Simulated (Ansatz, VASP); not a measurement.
Ge: VASP beside Ansatz

```
Ge
1.0
     0.00000    2.82891    2.82891
     2.82891    0.00000    2.82891
     2.82891    2.82891    0.00000
Ge
2
Direct
  0.75000 0.75000 0.75000
  0.50000 0.50000 0.50000
```

Alike in both runs: functional PBEsol; k mesh 8 × 8 × 8; occupations fermi-dirac, width 0.05 eV; non-collinear spin, spin-orbit coupling.

|  | VASP | Ansatz |
| --- | --- | --- |
| version | VASP 6.6.1 | Ansatz 0.2.0 |
| potentials or method | VASP PAW PBE potentials, release 64 (Ge_d) | Ansatz PAW |
| plane-wave cutoff (eV) | 520 | 420 |
| valence electrons in the cell | 28 | 28 |
| task | single point | band structure |

Ansatz gave:

| Item | Value |
| --- | --- |
| pressure (GPa) | 0.7 |
| net moment per atom (μB) | 0.00 |

Task: Estimate VASP's values.

Result: Pressure (GPa): 0.6; net moment per atom (μB): 0.00.

VASP's potentials were made for PBE, not for PBEsol.
